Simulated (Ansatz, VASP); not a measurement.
# One calculation of Rb, two programs

The input INCAR:

```
SYSTEM = Rb
PREC     = Accurate       ! precision mode
ENCUT    = 520            ! plane-wave cutoff, eV
EDIFF    = 1E-6           ! SCF threshold, eV
ISMEAR   = 0              ! smearing method
SIGMA    = 0.15           ! smearing width, eV
LREAL    = .False.        ! projectors in reciprocal space
LASPH    = .True.         ! aspherical terms in the spheres
NELM     = 100            ! most SCF steps
ALGO     = Fast           ! electronic algorithm
ISIF     = 2              ! what is computed and relaxed
LWAVE    = .False.        ! write WAVECAR
LCHARG   = .False.        ! write CHGCAR
GGA      = PE             ! functional
IVDW     = 12             ! dispersion correction
NBANDS   = 16             ! bands
```

Contents of KPOINTS:

```
regular mesh
0
Gamma
  10 10 6
  0 0 0
```

Contents of POSCAR:

```
Rb
1.0
    2.6595589288     -4.3297492603      0.0000000000
    2.6595589288      4.3297492603      0.0000000000
    0.0000000000      0.0000000000      7.1581495820
Rb
2
Direct
    0.8359965595      0.1640034405      0.7500000000
    0.1640034405      0.8359965595      0.2500000000
```

Input for Ansatz:

```yaml
crystal:
  lattice:
    - [2.6595589288, -4.3297492603, 0.0]
    - [2.6595589288, 4.3297492603, 0.0]
    - [0.0, 0.0, 7.158149582]
  atoms:
    - { symbol: Rb, position: [0.8359965595, 0.1640034405, 0.75] }
    - { symbol: Rb, position: [0.1640034405, 0.8359965595, 0.25] }
basis:
  ecutwfc: 420
kpoints:
  mp_grid: { grid: [10, 10, 6] }
hamiltonian:
  xc: pbe
  dispersion: d3bj
scf:
  occupations: { method: gaussian, width: 0.15 }
output:
  forces: true
  stress: true
  eigenvalues: true
```

Change from the starting cell: normal strain along x +0.0750, normal strain along z -0.1100.

Alike in both runs: task single point; functional PBE; dispersion D3(BJ); k mesh 10 × 10 × 6; occupations gaussian, width 0.15 eV; no spin polarisation.

|  | VASP | Ansatz |
| --- | --- | --- |
| version | VASP 6.6.1 | Ansatz 0.2.0 |
| potentials or method | VASP PAW PBE potentials, release 64 (Rb_sv), cutoff 520 eV | scalar-relativistic, plane waves, PAW |
| valence electrons in the cell | 18 | 18 |

```csv
,VASP,Ansatz,Ansatz less VASP
gap on the k mesh at the Fermi level (eV),none,none,-
pressure (GPa),0.2,0.2,0.00
"traceless stress, the component that is largest in VASP (GPa)",0.38,0.38,0.000
rms of the force components (eV/Å),0.019,0.019,+0.0001
```

Atom by atom the forces differ by 0.000 eV/Å (rms over components). A gap of «none» marks a metal or a gap that the smearing closes.
